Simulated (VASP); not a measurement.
# Ni2O (Fd-3m) in VASP: a series of runs, part 2 of 2

VASP 6.6.1. The steps go on from the part before.

### Step 3. Relaxation of cell and atoms, PBE

This run uses another cell than the first one, of 12.13 Å³/atom.

The input, INCAR:

```
  ALGO = Normal
  EDIFF = 1E-6
  EDIFFG = -0.04
  ENCUT = 600
  GGA = PE
  IBRION = 2
  ISIF = 3
  ISMEAR = 0
  LASPH = T
  LCHARG = F
  LREAL = F
  LWAVE = F
  NELM = 100
  NSW = 90
  PREC = Accurate
  SIGMA = 0.1
```

The input, KPOINTS:

```
k-points
0
Gamma
  4 4 4
```

The input, POSCAR:

```
Ni2O
1.0
    0.0000000000      3.3134232471      3.3134232471
    3.3134232471      0.0000000000      3.3134232471
    3.3134232471      3.3134232471      0.0000000000
Ni O
4 2
Direct
    0.6250000000      0.6250000000      0.6250000000
    0.1250000000      0.6250000000      0.6250000000
    0.6250000000      0.6250000000      0.1250000000
    0.6250000000      0.1250000000      0.6250000000
    0.5000000000      0.5000000000      0.5000000000
    0.7500000000      0.7500000000      0.7500000000
```

Potentials or basis: VASP PAW PBE potentials, release 64 (Ni, O).

Run with:

```console
cat potpaw_PBE.64/Ni/POTCAR potpaw_PBE.64/O/POTCAR > POTCAR
mpirun -np 1 vasp_std > vasp.out
```

Run time: 2.1 min. Hardware: 1 thread of AMD EPYC 9R45 (Zen 5), shared host; peak memory 0.21 GiB.

It converged, with:

```
Free energy                           : -31.3035 eV
Relaxed volume                        : 22.57 Å³/atom
Relaxed cell                          : a = 5.765 Å, b = 5.765 Å, c = 5.765 Å, α = 60.00°, β = 60.00°, γ = 60.00°
Space group after relaxing (to 0.1 Å) : Fd-3m (No. 227)
Pressure after relaxing               : -0.2 GPa
Band gap on the k mesh                : zero (bands 26 and 27 overlap by 0.99 eV)
```

Final structure:
```
CELL_PARAMETERS angstrom
0.00000 4.07614 4.07614
4.07614 0.00000 4.07614
4.07614 4.07614 0.00000
ATOMIC_POSITIONS crystal
Ni 0.62500 0.62500 0.62500
Ni 0.12500 0.62500 0.62500
Ni 0.62500 0.62500 0.12500
Ni 0.62500 0.12500 0.62500
O 0.50000 0.50000 0.50000
O 0.75000 0.75000 0.75000
```

Levels at points of the mesh, in eV from the Fermi level:
| k point | band 21 | band 22 | band 23 | band 24 | band 25 | band 26 | band 27 | band 28 | band 29 | band 30 |
| --- | --- | --- | --- | --- | --- | --- | --- | --- | --- | --- |
| (0.00, 0.00, 0.00) | -0.47 | -0.47 | -0.28 | -0.28 | -0.28 | 0.82 | 0.82 | 0.82 | 1.90 | 4.74 |
| (0.50, 0.00, 0.00) | -0.66 | -0.66 | -0.49 | -0.49 | -0.29 | -0.15 | 0.39 | 0.39 | 3.00 | 3.05 |
| (0.50, 0.50, 0.00) | -0.59 | -0.59 | -0.49 | -0.49 | -0.20 | -0.20 | -0.03 | -0.03 | 3.16 | 3.16 |

Caveat: the k points lie up to 0.33 Å⁻¹ apart in the final cell, too coarse for converged energies and pressures of a metal; the volume moved by over 15 % at a fixed basis, so the end points are rough; the run has no spin polarisation, though such a crystal can be magnetic.

### Step 4. Single point, PBE

The input, INCAR:

```
SYSTEM = Ni2O
PREC = Accurate
ENCUT = 520
EDIFF = 1E-6
ISMEAR = 0
SIGMA = 0.1
LREAL = .False.
LASPH = .True.
NELM = 60
ALGO = Normal
ISIF = 2
LWAVE = .False.
LCHARG = .False.
GGA = PE
NBANDS = 35
```

The input, KPOINTS:

```
regular mesh
0
Gamma
  8 8 8
  0 0 0
```

The input, POSCAR:

```
Ni2O
1.0
    0.0000000000      4.0985795450      4.0985795450
    4.0985795450      0.0000000000      4.0985795450
    4.0985795450      4.0985795450      0.0000000000
Ni O
4 2
Direct
    0.1250000000      0.1250000000      0.1250000000
    0.6250000000      0.1250000000      0.1250000000
    0.1250000000      0.1250000000      0.6250000000
    0.1250000000      0.6250000000      0.1250000000
    0.0000000000      0.0000000000      0.0000000000
    0.2500000000      0.2500000000      0.2500000000
```

Run with:

```console
cat potpaw_PBE.64/Ni/POTCAR potpaw_PBE.64/O/POTCAR > POTCAR
mpirun -np 1 vasp_std > vasp.out
```

It took 2.1 min on 1 thread of AMD EPYC 9R45 (Zen 5), shared host; peak memory 0.34 GiB.

Results (log left out):

* Free energy: -31.5316 eV
* Pressure: 0.4 GPa
* Band gap on the k mesh: zero (bands 26 and 27 overlap by 0.96 eV)

Levels at points of the mesh, in eV from the Fermi level:
```csv
k point,band 22,band 23,band 24,band 25,band 26,band 27,band 28,band 29,band 30,band 31
"(0.00, 0.00, 0.00)",-0.45,-0.27,-0.27,-0.27,0.80,0.80,0.80,1.85,4.73,4.73
"(0.50, 0.00, 0.00)",-0.63,-0.47,-0.47,-0.27,-0.15,0.38,0.38,2.94,3.04,4.19
"(0.50, 0.50, 0.00)",-0.57,-0.47,-0.47,-0.20,-0.20,-0.03,-0.03,3.15,3.15,4.25
```

Caveat: the run has no spin polarisation, though such a crystal can be magnetic. Spin polarisation is off, so any magnetic state and its effect on volume and gap are missing.

### Step 5. Single point, PBE, collinear spin, ferromagnetic start

This run uses another cell than the first one, of 12.13 Å³/atom.

The input, INCAR:

```
SYSTEM = Ni2O
PREC = Accurate
ENCUT = 520
EDIFF = 1E-7
ISMEAR = 0
SIGMA = 0.1
LREAL = .False.
LASPH = .True.
NELM = 150
ALGO = Normal
ISIF = 2
LWAVE = .False.
LCHARG = .True.
ISPIN = 2
MAGMOM = 2 2 2 2 0 0
LORBIT = 11
LMAXMIX = 4
GGA = PE
LELF = .True.
LVHAR = .True.
NBANDS = 39
```

The input, KPOINTS:

```
regular mesh
0
Gamma
  6 6 6
  0 0 0
```

The input, POSCAR:

```
Ni2O
1.0
    0.0000000000      3.3134232471      3.3134232471
    3.3134232471      0.0000000000      3.3134232471
    3.3134232471      3.3134232471      0.0000000000
Ni O
4 2
Direct
    0.6250000000      0.6250000000      0.6250000000
    0.1250000000      0.6250000000      0.6250000000
    0.6250000000      0.6250000000      0.1250000000
    0.6250000000      0.1250000000      0.6250000000
    0.5000000000      0.5000000000      0.5000000000
    0.7500000000      0.7500000000      0.7500000000
```

Run with:

```console
cat potpaw_PBE.64/Ni/POTCAR potpaw_PBE.64/O/POTCAR > POTCAR
mpirun -np 1 vasp_std > vasp.out
```

It took 83 s on 1 thread of AMD EPYC 9R45 (Zen 5), shared host; peak memory 0.24 GiB.

The run converged. Its results:

* Free energy: -10.6184 eV
* Pressure: 182.2 GPa
* Band gap on the k mesh: zero (filled and empty bands overlap)
* Net moment: 0.00 μB per cell

Levels at points of the mesh, in eV from the Fermi level:
Spin up:
| k point | band 24 | band 25 | band 26 | band 27 | band 28 | band 29 |
| --- | --- | --- | --- | --- | --- | --- |
| (0.00, 0.00, 0.00) | -1.23 | -1.23 | 2.19 | 2.19 | 2.19 | 4.06 |
| (0.50, 0.00, 0.00) | -1.75 | -1.24 | -0.07 | 0.93 | 0.93 | 3.52 |
| (0.50, 0.50, 0.00) | -1.87 | -0.31 | -0.31 | -0.16 | -0.16 | 3.11 |
Spin down:
```tsv
k point	band 23	band 24	band 25	band 26	band 27	band 28	band 29	band 30
(0.00, 0.00, 0.00)	-1.23	-1.23	-1.23	2.19	2.19	2.19	4.06	5.06
(0.50, 0.00, 0.00)	-1.75	-1.75	-1.24	-0.07	0.93	0.93	3.52	4.20
(0.50, 0.50, 0.00)	-1.87	-1.87	-0.31	-0.31	-0.16	-0.16	3.11	3.11
```

Caveat: the cell stands under pressure; the moments typed at the start vanished in this run.

### Step 6. Relaxation of cell and atoms, PBE

The input, INCAR:

```
SYSTEM = Ni2O
  ALGO = Normal
  EDIFF = 1E-7
  EDIFFG = -0.01
  ENCUT = 600
  GGA = PE
  IBRION = 2
  ISIF = 3
  ISMEAR = 0
  LASPH = .TRUE.
  LCHARG = .FALSE.
  LREAL = .FALSE.
  LWAVE = .FALSE.
  NELM = 60
  NSW = 100
  PREC = Accurate
  SIGMA = 0.1
```

The input, KPOINTS:

```
k-points
0
G
  8 8 8
  0 0 0
```

The input, POSCAR:

```
Ni2O
1.0
    0.0000000000      4.0979852341      4.0979852341
    4.0979852341      0.0000000000      4.0979852341
    4.0979852341      4.0979852341      0.0000000000
Ni O
4 2
Direct
    0.1250000000      0.1250000000      0.1250000000
    0.6250000000      0.1250000000      0.1250000000
    0.1250000000      0.1250000000      0.6250000000
    0.1250000000      0.6250000000      0.1250000000
    0.0000000000      0.0000000000      0.0000000000
    0.2500000000      0.2500000000      0.2500000000
```

Potentials or basis: VASP PAW PBE potentials, release 64 (Ni, O).

Run with:

```console
cat potpaw_PBE.64/Ni/POTCAR potpaw_PBE.64/O/POTCAR > POTCAR
mpirun -np 1 vasp_std > vasp.out
```

Run time: 4.7 min. Hardware: 1 thread of AMD EPYC 9R45 (Zen 5), shared host; peak memory 0.37 GiB.

The run converged. Its results:

```yaml
Free_energy: -31.5375 eV
Relaxed_volume: 23.06 Å³/atom
Relaxed_cell: a = 5.805 Å, b = 5.805 Å, c = 5.805 Å, α = 60.00°, β = 60.00°, γ = 60.00°
Space_group_after_relaxing_to_0.1_Å: Fd-3m (No. 227)
Energy_gained_by_relaxing: 0.1 meV/atom
Ionic_steps: 3
Pressure_after_relaxing: 0.0 GPa
Band_gap_on_the_k_mesh: zero (bands 26 and 27 overlap by 0.96 eV)
```

The path:
| step | energy change (eV) | largest force (eV/Å) | pressure (GPa) | volume (Å³) |
| --- | --- | --- | --- | --- |
| 1 | 0.0000 | 0.0000 | 0.34 | 137.64 |
| 2 | -0.0006 | 0.0000 | -0.13 | 138.61 |
| 3 | -0.0007 | 0.0000 | 0.00 | 138.33 |

Final structure:
```xyz
6
Lattice="0.0000 4.1048 4.1048 4.1048 0.0000 4.1048 4.1048 4.1048 0.0000" Properties=species:S:1:pos:R:3 pbc="T T T"
Ni    1.0262    1.0262    1.0262
Ni    1.0262    3.0786    3.0786
Ni    3.0786    3.0786    1.0262
Ni    3.0786    1.0262    3.0786
O     0.0000    0.0000    0.0000
O     2.0524    2.0524    2.0524
```

Levels at points of the mesh, in eV from the Fermi level:
| k point | band 23 | band 24 | band 25 | band 26 | band 27 | band 28 | band 29 | band 30 |
| --- | --- | --- | --- | --- | --- | --- | --- | --- |
| (0.00, 0.00, 0.00) | -0.27 | -0.27 | -0.27 | 0.79 | 0.79 | 0.79 | 1.84 | 4.73 |
| (0.50, 0.00, 0.00) | -0.47 | -0.47 | -0.27 | -0.15 | 0.37 | 0.37 | 2.93 | 3.03 |
| (0.50, 0.50, 0.00) | -0.46 | -0.46 | -0.20 | -0.20 | -0.03 | -0.03 | 3.14 | 3.14 |

Caveat: the run has no spin polarisation, though such a crystal can be magnetic.

### Step 7. Overview

| task | cell | k mesh | cutoff (eV) | gap on the mesh (eV) | pressure (GPa) | relaxed volume (Å³/atom) |
| --- | --- | --- | --- | --- | --- | --- |
| single point | a = 5.795 Å, angles 60.0°, 6 atoms | 4 × 4 × 4 | 520 | none | 0.4 | - |
| relaxation of cell and atoms | relaxed from a = 4.686 Å, angles 60.0°, 6 atoms | 4 × 4 × 4 | 600 | none | -0.2 | 22.57 |
| single point | a = 5.796 Å, angles 60.0°, 6 atoms | 8 × 8 × 8 | 520 | none | 0.4 | - |
| relaxation of cell and atoms | relaxed from a = 5.795 Å, angles 60.0°, 6 atoms | 8 × 8 × 8 | 600 | none | 0.0 | 23.06 |

Alike in all rows: level PBE; potentials or basis VASP PAW PBE potentials, release 64 (Ni, O); no spin polarisation; smearing gaussian 0.1 eV.

Caveats: some runs use coarse meshes; the run has no spin polarisation, though such a crystal can be magnetic; the volume moved by over 15 % at a fixed basis, so the end points are rough (at least some runs).

Total energies depend on the potentials used, so only differences within one code and one set of settings carry meaning.
